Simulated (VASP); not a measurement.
Set up this calculation in VASP 6.6.1, as the native input.

| Item | Value |
| --- | --- |
| Task | relaxation of cell and atoms |
| Functional | PBEsol |
| Potentials or basis | VASP PAW PBE potentials, release 64 (Pt, Se) |
| Cutoff | 600 eV |
| k mesh | 6 × 6 × 4 |
| Occupations | fermi-dirac, width 0.1 eV |
| Spin | no spin polarisation |
| Dipole correction | no |
| Further INCAR settings | ALGO = Normal; EDIFF = 1e-06; IBRION = 2; EDIFFG = -0.05; NSW = 80; ISIF = 3 |

The structure of PtSe2 lies in POSCAR:

```
PtSe2
1.0
    3.7240000000      0.0000000000      0.0000000000
   -1.8620000000      3.2250786000      0.0000000000
    0.0000000000      0.0000000000      5.0620000000
Pt Se
1 2
Direct
    0.0000000000      0.0000000000      0.0000000000
    0.3333333333      0.6666666667      0.2500000000
    0.6666666667      0.3333333333      0.7500000000
```

The input as run:

INCAR

```
PREC = Accurate ; ENCUT = 600
EDIFF = 1E-6 ; ISMEAR = -1
SIGMA = 0.1 ; LREAL = F
LASPH = T ; NELM = 60
ALGO = Normal ; ISIF = 3
LWAVE = F ; LCHARG = F
GGA = PS ; IBRION = 2
NSW = 80 ; EDIFFG = -0.05
```

KPOINTS

```
Automatic mesh
0
Gamma
  6 6 4
```

Potentials or basis: VASP PAW PBE potentials, release 64 (Pt, Se).

Run with:

```sh
$ cat potpaw_PBE.64/Pt/POTCAR potpaw_PBE.64/Se/POTCAR > POTCAR
$ mpirun -np 1 vasp_std > vasp.out
```

It gave:

```yaml
Relaxed_volume: 19.85 Å³/atom
Relaxed_cell: a = 3.759 Å, b = 3.759 Å, c = 4.868 Å, α = 90.00°, β = 90.00°, γ = 120.00°
Space_group_after_relaxing_to_0.1_Å: P-3m1 (No. 164)
Energy_gained_by_relaxing: 7.4 meV/atom
Ionic_steps: 6
Pressure_after_relaxing: 0.1 GPa
Largest_force_after_relaxing: 0.007 eV/Å
Band_gap_on_the_k_mesh: zero (bands 11 and 12 overlap by 0.76 eV)
```

Caveat: the PAW data sets were made with another functional, which shifts forces and pressure a little; spin-orbit coupling is left out, which moves the levels of the heavy elements.

Run time: 120 s on 1 thread of Intel(R) Xeon(R) 6975P-C (Granite Rapids) (shared host), peak memory 0.21 GiB.
